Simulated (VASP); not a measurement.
# TaN (Fm-3m) in VASP: further runs

The runs below take TaN through single point, with PBE.

All numbers are computed with VASP 6.6.1; they aren't measurements. Logs are shortened: lines on timing, memory, paths and dates and some standing lists are left out, and cuts for length are marked.

**1. The cell of the first run**

The structure is cubic, space group Fm-3m (No. 225). The conventional cell has a = 4.358 Å, b = 4.358 Å, c = 4.358 Å, α = 90.00°, β = 90.00°, γ = 90.00°. Within 2.9 Å of Ta (site symmetry m-3m) lie 6 N at 2.18 Å. Within 2.9 Å of N (site symmetry m-3m) lie 6 Ta at 2.18 Å.

**2. Single point, PBE**

The input, INCAR:

```
ALGO     = Normal         # electronic algorithm
EDIFF    = 1E-6           # SCF threshold, eV
ENCUT    = 520            # plane-wave cutoff, eV
GGA      = PE             # functional
ISIF     = 2              # what is computed and relaxed
ISMEAR   = 0              # smearing method
LASPH    = T              # aspherical terms in the spheres
LCHARG   = F              # write CHGCAR
LREAL    = F              # projectors in reciprocal space
LWAVE    = F              # write WAVECAR
NBANDS   = 15             # bands
NELM     = 80             # most SCF steps
PREC     = Accurate       # precision mode
SIGMA    = 0.1            # smearing width, eV
```

The input, KPOINTS:

```
k-points
0
Gamma
  11 11 11
```

The input, POSCAR:

```
TaN
1.0
    0.0000000000      2.1790000000      2.1790000000
    2.1790000000      0.0000000000      2.1790000000
    2.1790000000      2.1790000000      0.0000000000
Ta N
1 1
Direct
    0.5000000000      0.5000000000      0.5000000000
    0.0000000000      0.0000000000      0.0000000000
```

Potentials or basis: VASP PAW PBE potentials, release 64 (Ta_pv, N).

Started as:

```
$ cat potpaw_PBE.64/Ta_pv/POTCAR potpaw_PBE.64/N/POTCAR > POTCAR
$ mpirun -np 1 vasp_std > vasp.out
```

OUTCAR:

```text
EDIFF = 1E-6
   ENCUT = 520
   GGA = PE
   ISIF = 2
   ISMEAR = 0
   LASPH = T
   LREAL = F
   NELM = 80
   PREC = Accurate

 ion  position               nearest neighbor table
   1  0.500  0.500  0.500-   2 2.18   2 2.18   2 2.18   2 2.18   2 2.18   2 2.18
   2  0.000  0.000  0.000-   1 2.18   1 2.18   1 2.18   1 2.18   1 2.18   1 2.18

  LATTYP: Found a face centered cubic cell.
 ALAT       =     4.3580000000

  Lattice vectors:

 A1 = (   0.0000000000,   2.1790000000,   2.1790000000)
 A2 = (   2.1790000000,   0.0000000000,   2.1790000000)
 A3 = (   2.1790000000,   2.1790000000,   0.0000000000)

Analysis of symmetry for initial positions (statically):
[... 33 lines left out ...]
                                     Primitive cell

  volume of cell :      20.6920

  direct lattice vectors                    reciprocal lattice vectors
     0.000000000  2.179000000  2.179000000    -0.229463056  0.229463056  0.229463056
     2.179000000  0.000000000  2.179000000     0.229463056 -0.229463056  0.229463056
     2.179000000  2.179000000  0.000000000     0.229463056  0.229463056 -0.229463056

  length of vectors
     3.081571352  3.081571352  3.081571352     0.397441672  0.397441672  0.397441672

  position of ions in fractional coordinates (direct lattice)
     0.500000000  0.500000000  0.500000000
     0.000000000  0.000000000  0.000000000

  ion indices of the primitive-cell ions
   primitive index   ion index
                 1           1
                 2           2

----------------------------------------------------------------------------------------

 KPOINTS: k-points

Automatic generation of k-mesh.
 Grid dimensions read from file:
 generate k-points for:   11   11   11

 Generating k-lattice:

  Cartesian coordinates                     Fractional coordinates (reciprocal lattice)
    -0.020860278  0.020860278  0.020860278     0.090909091  0.000000000  0.000000000
     0.020860278 -0.020860278  0.020860278     0.000000000  0.090909091  0.000000000
     0.020860278  0.020860278 -0.020860278     0.000000000  0.000000000  0.090909091

  Length of vectors
     0.036131061  0.036131061  0.036131061

  Shift w.r.t. Gamma in fractional coordinates (k-lattice)
     0.000000000  0.000000000  0.000000000

 Subroutine IBZKPT returns following result:
 ===========================================

 Found     56 irreducible k-points:

 Following reciprocal coordinates:
            Coordinates               Weight
[... 44 lines left out ...]
   LREAL  =      F    real-space projection
   EDIFFG = 0.1E-04   stopping-criterion for IOM
   NSW    =      0    number of steps for IOM
   IBRION =     -1    ionic relax: 0-MD 1-quasi-New 2-CG
   NFREE  =      0    steps in history (QN), initial steepest desc. (CG)
   ISIF   =      2    stress and relaxation
   ISYM   =      2    0-nonsym 1-usesym 2-fastsym
   POTIM  = 0.5000    time-step for ionic-motion
   TEBEG  =    0.0;   TEEND  =   0.0 temperature during run
   PSTRESS=    0.0 pullay stress
   NELECT =      16.0000    total number of electrons
   NUPDOWN=      -1.0000    fix difference up-down
   EMIN   =  10.00;   EMAX   =-10.00  energy-range for DOS
   EFERMI =   0.00;   METHOD = LEGACY
   ISMEAR =     0;   SIGMA  =   0.10  broadening in eV -4-tet -1-fermi 0-gaus
   EFERMI_NEDOS =   21; number of points for ismear=-14 and -15
   IALGO  =     38    algorithm
   IMIX   =      4    mixing-type and parameters
     AMIX     =   0.40;   BMIX     =  1.00
     AMIX_MAG =   1.60;   BMIX_MAG =  1.00
  volume/ion in A,a.u.               =      10.35        69.82
  Fermi-wavevector in a.u.,A,eV,Ry     =   1.502615  2.839530 30.719922  2.257851
  Thomas-Fermi vector in A             =   2.613832
   LORBIT       =      0    0 simple, 1 ext, 2 COOP (PROOUT), +10 PAW based schemes
   GGA     = PE    functional components
   LHFCALC =     F    Hartree Fock is set to
   AEXX    =    0.0000 exact exchange contribution
   IVDW    =     0    specifies the selected vdW correction
   LEPSILON=     F    determine dielectric tensor
   LRPA    =     F    only Hartree local field effects (RPA)
 non-spin polarized calculation
 Gauss-broadening in eV      SIGMA  =   0.10
  energy-cutoff  :      520.00
  volume of cell :       20.69
 maximum number of plane-waves:       568
   NGX = 11   NGY = 11   NGZ = 11

 number of electron      16.0000000 magnetization

 Free energy of the ion-electron system (eV)
  ---------------------------------------------------
  ext. energy  EPLUGINS =         0.00000000
  ---------------------------------------------------
  free energy    TOTEN  =       -21.77950093 eV

  energy without entropy =      -21.77704463  energy(sigma->0) =      -21.77827278

 E-fermi :   9.9045     XC(G=0): -13.5897

 val. band max:        9.8084323211   @ k =  -0.3636   0.2727   0.0909
 cond. band min:       9.9291290303   @ k =   0.0000   0.0000   0.0000
 fundamental gap:      0.1206967092
 Fermi energy:         9.9044771245

 k-point     1 :       0.0000    0.0000    0.0000
  band No.  band energies     occupation
      1     -25.8665      2.00000
      2     -25.8665      2.00000
      3     -25.8665      2.00000
      4      -9.2309      2.00000
      5       5.9538      2.00000
      6       5.9538      2.00000
      7       5.9538      2.00000
      8       7.6761      2.00000
      9       7.6761      2.00000
     10       7.6761      2.00000
     11       9.9291      0.72737
     12       9.9291      0.72736
     13      11.6163      0.00000
     14      19.2739      0.00000
[... 401 lines left out ...]
      2     -26.0672      2.00000
      3     -25.9037      2.00000
      4      -7.5036      2.00000
      5       1.4149      2.00000
      6       2.8345      2.00000
      7       3.6552      2.00000
      8       9.1340      2.00000
      9       9.5282      2.00000
     10      11.3133      0.00000
     11      11.8629      0.00000
     12      15.6974      0.00000
     13      15.9868      0.00000
     14      22.2722      0.00000
     15      23.3893      0.00000

 [... further k-points ...]
[... 5 lines left out ...]
  --------------------------------------------------------------------------------------
  -------------------------------------------------------------------------------------
  Total        2.0086072      2.0086072      2.0086072      0.0000000     -0.0000000      0.0000000
  in kB      155.5263252    155.5263252    155.5263252      0.0000000     -0.0000000      0.0000000
  external PRESSURE =     155.5263252 kB  Pullay stress =       0.0000000 kB

 VOLUME and BASIS-vectors are now :
 -----------------------------------------------------------------------------
  energy-cutoff  :      520.00
  volume of cell :       20.69
      direct lattice vectors                 reciprocal lattice vectors
     0.000000000  2.179000000  2.179000000    -0.229463056  0.229463056  0.229463056
     2.179000000  0.000000000  2.179000000     0.229463056 -0.229463056  0.229463056
     2.179000000  2.179000000  0.000000000     0.229463056  0.229463056 -0.229463056

 POSITION                                       TOTAL-FORCE (eV/Angst)
 -----------------------------------------------------------------------------------
      2.17900      2.17900      2.17900        -0.000000     -0.000000      0.000000
      0.00000      0.00000      0.00000         0.000000      0.000000     -0.000000
 -----------------------------------------------------------------------------------
    total drift:                                0.000000     -0.000000     -0.000000

  FREE ENERGIE OF THE ION-ELECTRON SYSTEM (eV)
  ---------------------------------------------------
  free  energy   TOTEN  =       -21.7795009303 eV

  energy  without entropy=      -21.7770446329  energy(sigma->0) =      -21.77827278
```

OSZICAR:

```text
N       E                     dE             d eps       ncg     rms          rms(c)
DAV:   1     0.908196864707E+02    0.90820E+02   -0.86948E+03  1688   0.113E+03
DAV:   2    -0.220897854571E+02   -0.11291E+03   -0.10680E+03  2051   0.307E+02
DAV:   3    -0.248015115758E+02   -0.27117E+01   -0.27014E+01  1953   0.445E+01
DAV:   4    -0.248117367665E+02   -0.10225E-01   -0.10224E-01  2094   0.293E+00
DAV:   5    -0.248118048394E+02   -0.68073E-04   -0.68070E-04  2023   0.206E-01    0.256E+01
DAV:   6    -0.218620159754E+02    0.29498E+01   -0.54262E+00  1984   0.264E+01    0.107E+01
DAV:   7    -0.218120990820E+02    0.49917E-01   -0.51235E-01  1932   0.592E+00    0.735E+00
DAV:   8    -0.217861899117E+02    0.25909E-01   -0.13201E-01  1925   0.311E+00    0.179E+00
DAV:   9    -0.217795760778E+02    0.66138E-02   -0.17996E-02  1911   0.110E+00    0.315E-01
DAV:  10    -0.217795343667E+02    0.41711E-04   -0.12088E-03  1925   0.374E-01    0.528E-02
DAV:  11    -0.217795011918E+02    0.33175E-04   -0.66642E-05  1911   0.977E-02    0.217E-02
DAV:  12    -0.217795009303E+02    0.26151E-06   -0.61414E-06  1953   0.241E-02
   1 F= -.21779501E+02 E0= -.21778273E+02  d E =-.245630E-02
```

stdout:

```text
POSCAR found type information on POSCAR TaN
 POSCAR found :  2 types and       2 ions
 scaLAPACK will be used
 LDA part: xc-table for (Slater+PW92), standard interpolation
 POSCAR, INCAR and KPOINTS ok, starting setup
 FFT: planning ... GRIDC
 FFT: planning ... GRID_SOFT
 FFT: planning ... GRID
 WAVECAR not read
 entering main loop
```

Run time: 16 s. Hardware: 1 thread of AMD EPYC 7R13 (Zen 3), shared host; peak memory 0.12 GiB.

What came out:

```
Free energy            : -21.7795 eV
Pressure               : 15.6 GPa
Band gap on the k mesh : zero (band 8 reaches 11.61 eV, above the bottom of band 9 at 7.68 eV)
```

Levels at points of the mesh, in eV from the Fermi level:
```csv
k point,band 6,band 7,band 8,band 9,band 10,band 11
"(0.00, 0.00, 0.00)",-3.95,-3.95,-2.23,-2.23,-2.23,0.02
```

Caveat: spin-orbit coupling is left out, which moves the levels of the heavy elements.

(Part 1 of 2 ends here.)
